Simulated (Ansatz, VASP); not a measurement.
## MgO: VASP beside Ansatz

```
Mg O
1.0
     0.06672    2.13515    2.13515
     2.13515    0.06672    2.13515
     2.20187    2.20187    0.00000
Mg O
1 1
Direct
  0.00000 0.00000 0.00000
  0.50000 0.50000 0.50000
```

Change from the starting cell: strain +0.0625 x Voigt [0, 0, 0, 0, 0, 1], atoms carried along.

Alike in both runs: task single point; functional LDA; k mesh 10 × 10 × 10; occupations gaussian, width 0.05 eV; no spin polarisation.

|  | VASP | Ansatz |
| --- | --- | --- |
| version | VASP 6.6.1 | Ansatz 0.2.0 |
| potentials or method | VASP PAW LDA potentials, release 64 (Mg_sv, O), cutoff 750 eV | scalar-relativistic, plane waves, PAW |
| valence electrons in the cell | 16 | 16 |

VASP gave:

- gap on the k mesh at the Fermi level (eV): 4.00
- least direct gap on the mesh (eV): 4.00
- pressure (GPa): -11.6
- traceless stress, the component that is largest in VASP (GPa): -8.76

**Question.** Estimate Ansatz's values.

**Answer.** gap on the k mesh at the Fermi level (eV): 3.99; least direct gap on the mesh (eV): 3.99; pressure (GPa): -11.4; traceless stress, the component that is largest in VASP (GPa): -8.78.

LDA's correlation is that of Perdew and Zunger in VASP and of Perdew and Wang (1992) in Ansatz.
